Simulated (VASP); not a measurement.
A run of VASP 6.6.1 is set up as follows.

POSCAR

```
ScAl7N8
1.0
    3.1604103708     -0.0042289037      5.0183057398
    3.1604103708      0.0042289037     -5.0183057398
   -3.1604103708      5.4814893108     -0.0046206973
Sc Al N
1 7 8
Direct
    0.1371666700      0.1961666700      0.3333333300
    0.1371666700      0.1961666700      0.8333333300
    0.6371666700      0.6961666700      0.3333333300
    0.6371666700      0.6961666700      0.8333333300
    0.0538333300      0.6128333300      0.1666666700
    0.5538333300      0.1128333300      0.1666666700
    0.0538333300      0.6128333300      0.6666666700
    0.5538333300      0.1128333300      0.6666666700
    0.3871666700      0.9461666700      0.3333333300
    0.8871666700      0.4461666700      0.3333333300
    0.3871666700      0.9461666700      0.8333333300
    0.8871666700      0.4461666700      0.8333333300
    0.3038333300      0.3628333300      0.1666666700
    0.3038333300      0.3628333300      0.6666666700
    0.8038333300      0.8628333300      0.1666666700
    0.8038333300      0.8628333300      0.6666666700
```

File INCAR.step1:

```
SYSTEM = ScAl7N8
PREC = Accurate ; ENCUT = 520
ISMEAR = 0 ; SIGMA = 0.01
LREAL = Auto ; LASPH = .TRUE.
NELM = 60 ; NBANDS = 50
GGA = PE ; ALGO = Normal
EDIFF = 1E-4 ; LWAVE = .TRUE.
LCHARG = .FALSE.
```

File INCAR.step2:

```
SYSTEM = ScAl7N8
PREC = Accurate ; ENCUT = 520
EDIFF = 1E-6 ; ISMEAR = 0
SIGMA = 0.01 ; LREAL = Auto
LASPH = .TRUE. ; NELM = 60
ALGO = Normal ; ISIF = 2
LWAVE = .FALSE. ; LCHARG = .TRUE.
METAGGA = R2SCAN ; LMIXTAU = .TRUE.
LELF = .TRUE. ; LVHAR = .TRUE.
NBANDS = 50 ; ISTART = 1
```

File KPOINTS:

```
regular mesh
0
G
  6 6 6
  0 0 0
```

Potentials or basis: VASP PAW PBE potentials, release 64 (Sc_sv, Al, N).

Run with:

```sh
$ cat potpaw_PBE.64/Sc_sv/POTCAR potpaw_PBE.64/Al/POTCAR potpaw_PBE.64/N/POTCAR > POTCAR
$ cp INCAR.step1 INCAR
$ mpirun -np 1 vasp_std > vasp.out
$ cp INCAR.step2 INCAR
$ mpirun -np 1 vasp_std > vasp.out
```

(1) What does it give for the band gap on the k mesh?

(2) What does it give for the largest force?

(3) Predict the pressure.

## Answers

(1) 2.93 eV.

(2) 5.359 eV/Å.

(3) 9.0 GPa.

Caveat: the cell differs from its parent crystal (atoms moved along the polar distortion); the stress differs along the axes, from -13 to 20 GPa; the PAW data sets were made with another functional, which shifts forces and pressure a little.
